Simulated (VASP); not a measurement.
Runs of VASP 6.6.1 on Ag. The structure is that of space group Fm-3m (No. 225), or close to it. The cells are those of the table. 

| task | cell | k mesh | cutoff (eV) | gap on the mesh (eV) | pressure (GPa) | relaxed volume (Å³/atom) |
| --- | --- | --- | --- | --- | --- | --- |
| single point | a = 2.902 Å, angles 60.0°, 1 atom | 8 × 8 × 8 | 520 | none | -7.9 | - |
| relaxation of cell and atoms | relaxed from a = 2.902 Å, angles 60.0°, 1 atom | 8 × 8 × 8 | 600 | none | -0.1 | (a) |
| relaxation of cell and atoms | relaxed from a = 2.832 Å, angles 60.0°, 1 atom | 18 × 18 × 18 | 600 | none | 0.0 | 16.04 |
| single point | a = 2.832 Å, angles 60.0°, 1 atom | 8 × 8 × 8 | 520 | none | 0.5 | - |
| single point | a = 2.830 Å, angles 60.0°, 1 atom | 18 × 18 × 18 | 520 | none | (b) | - |

Alike in all rows: level LDA; potentials or basis VASP PAW LDA potentials, release 64 (Ag); no spin polarisation; smearing gaussian 0.1 eV.

Problem. Fill in the values left out.

Solution. (a) 16.13; (b) 0.1.

A k mesh can miss the band edges, and the runs leave out spin-orbit coupling on Ag.

A gap of «none» marks levels without a gap at the run's occupations.
